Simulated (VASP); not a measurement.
# MgO (Fm-3m) in VASP: notebook

Aim: see how the results for MgO move with the level of theory and the settings. Levels: B3LYP, PBEsol. Tasks: single point.

Program: VASP 6.6.1. These are calculated values, not measurements. Logs are shortened: lines on timing, memory, paths and dates and some standing lists are left out, and cuts for length are marked.

### 1 The cell of the first run

It takes space group Fm-3m (No. 225, cubic). Conventional cell: a = 4.194 Å, b = 4.194 Å, c = 4.194 Å, α = 90.00°, β = 90.00°, γ = 90.00°. Mg (site symmetry m-3m) has 6 O at 2.10 Å within 2.8 Å. O (site symmetry m-3m) has 6 Mg at 2.10 Å within 2.8 Å.

### 2 Single point, B3LYP

POSCAR reads:

```
MgO
1.0
    0.0000000000      2.0970013927      2.0970013927
    2.0970013927      0.0000000000      2.0970013927
    2.0970013927      2.0970013927      0.0000000000
Mg O
1 1
Direct
    0.0000000000      0.0000000000      0.0000000000
    0.5000000000      0.5000000000      0.5000000000
```

INCAR.step1 reads:

```
  PREC = Accurate
  ENCUT = 520
  EDIFF = 1E-5
  ISMEAR = -1
  SIGMA = 0.05
  LREAL = F
  LASPH = T
  NELM = 100
  ALGO = Normal
  ISIF = 2
  LWAVE = T
  LCHARG = F
  NBANDS = 11
  GGA = PE
```

INCAR.step2 reads:

```
  PREC = Accurate
  ENCUT = 520
  EDIFF = 1E-7
  ISMEAR = -1
  SIGMA = 0.05
  LREAL = F
  LASPH = T
  NELM = 100
  ALGO = Normal
  ISIF = 2
  LWAVE = F
  LCHARG = F
  GGA = B3
  LHFCALC = T
  AEXX = 0.2
  AGGAX = 0.72
  AGGAC = 0.81
  ALDAC = 0.19
  PRECFOCK = Normal
  NBANDS = 11
  ISTART = 1
```

KPOINTS reads:

```
Automatic mesh
0
Gamma
  6 6 6
```

Potentials or basis: VASP PAW PBE potentials, release 64 (Mg, O).

Started as:

```
$ cat potpaw_PBE.64/Mg/POTCAR potpaw_PBE.64/O/POTCAR > POTCAR
$ cp INCAR.step1 INCAR
$ mpirun -np 1 vasp_std > vasp.out
$ cp INCAR.step2 INCAR
$ mpirun -np 1 vasp_std > vasp.out
```

OUTCAR:

```text
PREC = Accurate
   ENCUT = 520
   EDIFF = 1E-7
   ISMEAR = -1
   LREAL = F
   LASPH = T
   NELM = 100
   ISIF = 2
   GGA = B3
   LHFCALC = T
   AEXX = 0.2
   PRECFOCK = Normal
   ISTART = 1

 ion  position               nearest neighbor table
   1  0.000  0.000  0.000-   2 2.10   2 2.10   2 2.10   2 2.10   2 2.10   2 2.10
   2  0.500  0.500  0.500-   1 2.10   1 2.10   1 2.10   1 2.10   1 2.10   1 2.10

  LATTYP: Found a face centered cubic cell.
 ALAT       =     4.1940027854

  Lattice vectors:

 A1 = (   0.0000000000,   2.0970013927,   2.0970013927)
 A2 = (   2.0970013927,   0.0000000000,   2.0970013927)
 A3 = (   2.0970013927,   2.0970013927,   0.0000000000)

Analysis of symmetry for initial positions (statically):
=====================================================================
 Subroutine PRICEL returns:
 Original cell was already a primitive cell.

 Routine SETGRP: Setting up the symmetry group for a
 face centered cubic supercell.

 Subroutine GETGRP returns: Found 48 space group operations
 (whereof 48 operations were pure point group operations)
 out of a pool of 48 trial point group operations.

The static configuration has the point symmetry O_h .

Analysis of symmetry for dynamics (positions and initial velocities):
=====================================================================
 Subroutine PRICEL returns:
 Original cell was already a primitive cell.

 Routine SETGRP: Setting up the symmetry group for a
 face centered cubic supercell.

 Subroutine GETGRP returns: Found 48 space group operations
 (whereof 48 operations were pure point group operations)
 out of a pool of 48 trial point group operations.

The dynamic configuration has the point symmetry O_h .

 Subroutine INISYM returns: Found 48 space group operations
 (whereof 48 operations are pure point group operations),
 and found     1 'primitive' translations

----------------------------------------------------------------------------------------

                                     Primitive cell

  volume of cell :      18.4428

  direct lattice vectors                    reciprocal lattice vectors
     0.000000000  2.097001393  2.097001393    -0.238435702  0.238435702  0.238435702
     2.097001393  0.000000000  2.097001393     0.238435702 -0.238435702  0.238435702
     2.097001393  2.097001393  0.000000000     0.238435702  0.238435702 -0.238435702

  length of vectors
     2.965607810  2.965607810  2.965607810     0.412982751  0.412982751  0.412982751

  position of ions in fractional coordinates (direct lattice)
     0.000000000  0.000000000  0.000000000
     0.500000000  0.500000000  0.500000000

  ion indices of the primitive-cell ions
   primitive index   ion index
                 1           1
                 2           2

----------------------------------------------------------------------------------------

 KPOINTS: Automatic mesh

Automatic generation of k-mesh.
 Grid dimensions read from file:
 generate k-points for:    6    6    6

 Generating k-lattice:

  Cartesian coordinates                     Fractional coordinates (reciprocal lattice)
    -0.039739284  0.039739284  0.039739284     0.166666667  0.000000000  0.000000000
     0.039739284 -0.039739284  0.039739284     0.000000000  0.166666667  0.000000000
     0.039739284  0.039739284 -0.039739284     0.000000000  0.000000000  0.166666667

  Length of vectors
     0.068830458  0.068830458  0.068830458

  Shift w.r.t. Gamma in fractional coordinates (k-lattice)
     0.000000000  0.000000000  0.000000000

 Subroutine IBZKPT returns following result:
 ===========================================

 Found     16 irreducible k-points:

 Following reciprocal coordinates:
            Coordinates               Weight
  0.000000  0.000000  0.000000      1.000000
  0.166667  0.000000  0.000000      8.000000
  0.333333  0.000000  0.000000      8.000000
  0.500000  0.000000  0.000000      4.000000
  0.166667  0.166667  0.000000      6.000000
  0.333333  0.166667  0.000000     24.000000
[... 8 lines left out ...]
 -0.333333  0.333333  0.166667     24.000000
 -0.333333  0.500000  0.166667     12.000000
   k-points           NKPTS =     16   k-points in BZ     NKDIM =    216   number of bands    NBANDS=     11
   number of dos      NEDOS =    301   number of ions     NIONS =      2
   total plane-waves  NPLWV =  13824
   dimension x,y,z NGX =    24 NGY =   24 NGZ =   24
   dimension x,y,z NGXF=    48 NGYF=   48 NGZF=   48
   ions per type =               1   1
   NGX,Y,Z   is equivalent  to a cutoff of  13.45, 13.45, 13.45 a.u.
   NGXF,Y,Z  is equivalent  to a cutoff of  26.91, 26.91, 26.91 a.u.
 SYSTEM =  unknown system
   PREC   = accura    normal or accurate (medium, high low for compatibility)
   ISTART =      1    job   : 0-new  1-cont  2-samecut
   ICHARG =      0    charge: 1-file 2-atom 10-const
   ISPIN  =      1    spin polarized calculation?
   LNONCOLLINEAR =      F non collinear calculations
   LSORBIT =      F    spin-orbit coupling
   LASPH  =      T    aspherical Exc in radial PAW
   ENCUT  =  520.0 eV  38.22 Ry    6.18 a.u.   5.51  5.51  5.51*2*pi/ulx,y,z
   NELM   =    100;   NELMIN=  2; NELMDL=  0     # of ELM steps
   EDIFF  = 0.1E-06   stopping-criterion for ELM
   LREAL  =      F    real-space projection
   EDIFFG = 0.1E-05   stopping-criterion for IOM
   NSW    =      0    number of steps for IOM
   IBRION =     -1    ionic relax: 0-MD 1-quasi-New 2-CG
   NFREE  =      0    steps in history (QN), initial steepest desc. (CG)
   ISIF   =      2    stress and relaxation
   ISYM   =      3    0-nonsym 1-usesym 2-fastsym
   POTIM  = 0.5000    time-step for ionic-motion
   TEBEG  =    0.0;   TEEND  =   0.0 temperature during run
   PSTRESS=    0.0 pullay stress
   NELECT =       8.0000    total number of electrons
   NUPDOWN=      -1.0000    fix difference up-down
   EMIN   =  10.00;   EMAX   =-10.00  energy-range for DOS
   EFERMI =   0.00;   METHOD = LEGACY
   ISMEAR =    -1;   SIGMA  =   0.05  broadening in eV -4-tet -1-fermi 0-gaus
   EFERMI_NEDOS =   21; number of points for ismear=-14 and -15
   IALGO  =     38    algorithm
   IMIX   =      1    mixing-type and parameters
     AMIX     =   0.40;   BMIX     =  1.00
     AMIX_MAG =   1.60;   BMIX_MAG =  1.00
  volume/ion in A,a.u.               =       9.22        62.23
  Fermi-wavevector in a.u.,A,eV,Ry     =   1.239261  2.341864 20.895389  1.535768
  Thomas-Fermi vector in A             =   2.373752
   LORBIT       =      0    0 simple, 1 ext, 2 COOP (PROOUT), +10 PAW based schemes
   GGA     = B3    functional components
   LHFCALC =     T    Hartree Fock is set to
   PRECFOCK=normal    Normal, Fast or Accurate (Low or Medium for compatibility)
   ENCUT4O =  -1.0   cutoff for four orbital integrals eV
   NKREDX  =     1    reduce k-point grid by
   NKREDY  =     1    reduce k-point grid by
   NKREDZ  =     1    reduce k-point grid by
   AEXX    =    0.2000 exact exchange contribution
   HFSCREEN=    0.0000 screening length (either q_TF or 0.3 A-1)
   HFSCREENC=   0.0000 screening length for correlation (either q_TF or 0.3 A-1)
   ENCUTFOCK=  -1.0 apply spherical cutoff to Coloumb kernel
   IVDW    =     0    specifies the selected vdW correction
   LEPSILON=     F    determine dielectric tensor
   LRPA    =     F    only Hartree local field effects (RPA)
 non-spin polarized calculation
  energy-cutoff  :      520.00
  volume of cell :       18.44
 maximum number of plane-waves:       531
 NGX is ok and might be reduce to    24
  NGX = 18; NGY = 18; NGZ = 18

 number of electron       8.0000004 magnetization

 Free energy of the ion-electron system (eV)
  ---------------------------------------------------
  ext. energy  EPLUGINS =         0.00000000
  ---------------------------------------------------
  free energy    TOTEN  =       -13.81763460 eV

  energy without entropy =      -13.81763460  energy(sigma->0) =      -13.81763460

 E-fermi :   3.1191     XC(G=0):  -8.9506

 val. band max:        2.0731087851   @ k =   0.0000   0.0000   0.0000
 cond. band min:       9.1990590201   @ k =   0.0000   0.0000   0.0000
 fundamental gap:      7.1259502350
 Fermi energy:         3.1191333191

 k-point     1 :       0.0000    0.0000    0.0000
  band No.  band energies     occupation
      1     -16.3844      2.00000
      2       2.0731      2.00000
      3       2.0731      2.00000
      4       2.0731      2.00000
      5       9.1991      0.00000
      6      20.3201      0.00000
      7      20.3201      0.00000
      8      20.3201      0.00000
      9      24.7138      0.00000
     10      26.0636      0.00000
     11      26.0636      0.00000

 k-point     2 :       0.1667    0.0000    0.0000
  band No.  band energies     occupation
      1     -16.0844      2.00000
      2       0.5482      2.00000
      3       1.8834      2.00000
      4       1.8834      2.00000
      5      10.6262      0.00000
      6      18.0817      0.00000
      7      20.9273      0.00000
      8      20.9274      0.00000
      9      24.8166      0.00000
     10      24.8166      0.00000
     11      27.2042      0.00000

 k-point     3 :       0.3333    0.0000    0.0000
  band No.  band energies     occupation
      1     -15.4103      2.00000
      2      -1.7590      2.00000
      3       1.5286      2.00000
      4       1.5286      2.00000
      5      12.2031      0.00000
      6      17.0519      0.00000
      7      21.1439      0.00000
      8      21.1439      0.00000
      9      25.6233      0.00000
     10      25.6233      0.00000
     11      26.2403      0.00000
[... 155 lines left out ...]
 k-point    15 :      -0.3333    0.3333    0.1667
  band No.  band energies     occupation
      1     -14.7800      2.00000
      2      -1.6953      2.00000
      3      -0.5172      2.00000
      4       0.7189      2.00000
      5      15.2017      0.00000
      6      16.6837      0.00000
      7      17.2621      0.00000
      8      21.2213      0.00000
      9      25.5257      0.00000
     10      26.8418      0.00000
     11      32.5566      0.00000

 k-point    16 :      -0.3333    0.5000    0.1667
  band No.  band energies     occupation
      1     -14.7079      2.00000
      2      -1.6674      2.00000
      3      -0.2887      2.00000
      4       0.2978      2.00000
      5      15.1171      0.00000
      6      15.9044      0.00000
      7      17.2822      0.00000
      8      21.2536      0.00000
      9      25.0655      0.00000
     10      29.4622      0.00000
     11      30.9738      0.00000

------------------------ aborting loop because EDIFF is reached ----------------------------------------

  FORCE on cell =-STRESS in cart. coord.  units (eV):
  Direction    XX          YY          ZZ          XY          YZ          ZX
  --------------------------------------------------------------------------------------
  -------------------------------------------------------------------------------------
  Total        0.3897390      0.3897390      0.3897390     -0.0000000      0.0000000     -0.0000000
  in kB       33.8577666     33.8577666     33.8577666     -0.0000000      0.0000000     -0.0000000
  external PRESSURE =      33.8577666 kB  Pullay stress =       0.0000000 kB

 VOLUME and BASIS-vectors are now :
 -----------------------------------------------------------------------------
  energy-cutoff  :      520.00
  volume of cell :       18.44
      direct lattice vectors                 reciprocal lattice vectors
     0.000000000  2.097001393  2.097001393    -0.238435702  0.238435702  0.238435702
     2.097001393  0.000000000  2.097001393     0.238435702 -0.238435702  0.238435702
     2.097001393  2.097001393  0.000000000     0.238435702  0.238435702 -0.238435702

 POSITION                                       TOTAL-FORCE (eV/Angst)
 -----------------------------------------------------------------------------------
      0.00000      0.00000      0.00000        -0.000000      0.000000     -0.000000
      2.09700      2.09700      2.09700         0.000000     -0.000000      0.000000
 -----------------------------------------------------------------------------------
    total drift:                               -0.000000     -0.000000     -0.000000

  FREE ENERGIE OF THE ION-ELECTRON SYSTEM (eV)
  ---------------------------------------------------
  free  energy   TOTEN  =       -13.8176345999 eV

  energy  without entropy=      -13.8176345998  energy(sigma->0) =      -13.81763460
```

Run time: 7.6 min. Hardware: 1 thread of AMD EPYC 7R13 (Zen 3), shared host; peak memory 0.12 GiB.

Results:

```
Free energy            : -13.8176 eV
Pressure               : 3.4 GPa
Band gap on the k mesh : 7.13 eV, direct
```

Caveat: the k points lie up to 0.43 Å⁻¹ apart; the PAW data sets were made with another functional, which shifts forces and pressure a little.

### 3 Single point, PBEsol

This run uses another cell than the first one, of 9.35 Å³/atom, 1.014 times its volume.

INCAR reads:

```
PREC = Accurate ; ENCUT = 520
EDIFF = 1E-6 ; ISMEAR = -1
SIGMA = 0.05 ; LREAL = False
LASPH = True ; NELM = 100
ALGO = Normal ; ISIF = 2
LWAVE = False ; LCHARG = False
GGA = PS ; NBANDS = 11
```

KPOINTS reads:

```
Automatic mesh
0
Gamma
  11 11 11
```

POSCAR reads:

```
MgO
1.0
    0.0000000000      2.1070287751      2.1070287751
    2.1070287751      0.0000000000      2.1070287751
    2.1070287751      2.1070287751      0.0000000000
Mg O
1 1
Direct
    0.0000000000      0.0000000000      0.0000000000
    0.5000000000      0.5000000000      0.5000000000
```

Potentials or basis: VASP PAW PBE potentials, release 64 (Mg, O).

Started as:

```
$ cat potpaw_PBE.64/Mg/POTCAR potpaw_PBE.64/O/POTCAR > POTCAR
$ mpirun -np 1 vasp_std > vasp.out
```

Wall time 5.8 s (1 thread of Intel Xeon 6975P-C (Granite Rapids), shared host); peak memory 0.14 GiB.

Results (log left out):

```yaml
Free_energy: -12.5125 eV
Pressure: -0.5 GPa
Band_gap_on_the_k_mesh: 4.62 eV, direct
```

Levels at points of the mesh, in eV from the valence-band top:
```
           k point  band 1  band 2  band 3  band 4  band 5  band 6  band 7  band 8
(0.00, 0.00, 0.00)  -17.20    0.00    0.00    0.00    4.62   15.62   15.62   15.62
```

Caveat: the PAW data sets were made with another functional, which shifts forces and pressure a little.
